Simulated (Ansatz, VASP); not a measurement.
**Ga4As3P: VASP beside Ansatz**

The input INCAR:

```
SYSTEM = Ga4As3P
ALGO     = Normal         ! electronic algorithm
EDIFF    = 1E-6           ! SCF threshold, eV
ENCUT    = 510            ! plane-wave cutoff, eV
GGA      = PE             ! functional
GGA_COMPAT= .False.      
ISIF     = 2              ! what is computed and relaxed
ISMEAR   = -1             ! smearing method
LASPH    = .True.         ! aspherical terms in the spheres
LCHARG   = .False.        ! write CHGCAR
LREAL    = .False.        ! projectors in reciprocal space
LWAVE    = .False.        ! write WAVECAR
NBANDS   = 61             ! bands
NELM     = 120            ! most SCF steps
PREC     = Accurate       ! precision mode
SIGMA    = 0.02           ! smearing width, eV
```

File KPOINTS:

```
k-points
0
Gamma
  12 12 2
  0 0 0
```

POSCAR

```
Ga4As3P
1.0
    3.9567587693      0.0000000000      0.0000000000
   -1.9783793846      3.4266536108      0.0000000000
    0.0000000000      0.0000000000     13.0423367810
P As Ga
1 3 4
Direct
    0.6666666667      0.3333333333     -0.0000805872
    0.6666666667      0.3333333333      0.4996603109
    0.3333333333      0.6666666667      0.7526939405
    0.3333333333      0.6666666667      0.2464896432
    0.6666666667      0.3333333333      0.8179090648
    0.6666666667      0.3333333333      0.3112551089
    0.3333333333      0.6666666667      0.5643806182
    0.3333333333      0.6666666667      0.0576919007
```

Input for Ansatz:

```yaml
crystal:
  lattice:
    - [3.9567587693, 0.0, 0.0]
    - [-1.9783793846, 3.4266536108, 0.0]
    - [0.0, 0.0, 13.042336781]
  atoms:
    - { symbol: P, position: [0.6666666667, 0.3333333333, -8.05872e-05] }
    - { symbol: As, position: [0.6666666667, 0.3333333333, 0.4996603109] }
    - { symbol: As, position: [0.3333333333, 0.6666666667, 0.7526939405] }
    - { symbol: As, position: [0.3333333333, 0.6666666667, 0.2464896432] }
    - { symbol: Ga, position: [0.6666666667, 0.3333333333, 0.8179090648] }
    - { symbol: Ga, position: [0.6666666667, 0.3333333333, 0.3112551089] }
    - { symbol: Ga, position: [0.3333333333, 0.6666666667, 0.5643806182] }
    - { symbol: Ga, position: [0.3333333333, 0.6666666667, 0.0576919007] }
kpoints:
  mp_grid: { grid: [12, 12, 2] }
  band_path:
    path:
      - [[0.0, 0.0, 0.0], [0.5, 2.233428281414e-17, -1.795212314633e-18], [0.3333333333333, 0.3333333333333, -3.590424629266e-18], [0.0, 0.0, 0.0], [-6.378047694058e-51, -1.125014057742e-36, 0.5], [0.5, 2.221037542179e-17, 0.5], [0.3333333333333, 0.3333333333333, 0.5], [-6.378047694058e-51, -1.125014057742e-36, 0.5]]
      - [[0.5, 2.221037542179e-17, 0.5], [0.5, 2.233428281414e-17, -1.795212314633e-18]]
      - [[0.3333333333333, 0.3333333333333, 0.5], [0.3333333333333, 0.3333333333333, -3.590424629266e-18]]
    npoints: 10
hamiltonian:
  xc: pbe
scf:
  occupations: { method: fermi_dirac, width: 0.02 }
  n_extra_bands: 6
output:
  forces: true
  stress: true
  eigenvalues: true
```

Alike in both runs: task single point; functional PBE; k mesh 12 × 12 × 2; occupations fermi-dirac, width 0.02 eV; no spin polarisation.

```csv
,VASP,Ansatz
version,VASP 6.6.1,Ansatz 0.2.0
potentials or method,"VASP PAW PBE potentials, release 64 (P, As_d, Ga_d)","plane waves, PAW"
plane-wave cutoff (eV),510,420
valence electrons in the cell,102,102
```

```tsv
	VASP	Ansatz	Ansatz less VASP
pressure (GPa)	2.7	2.7	-0.04
traceless stress, the component that is largest in VASP (GPa)	0.06	0.06	+0.001
rms of the force components (eV/Å)	0.017	0.016	-0.0011
```

Atom by atom the forces differ by 0.002 eV/Å (rms over components).
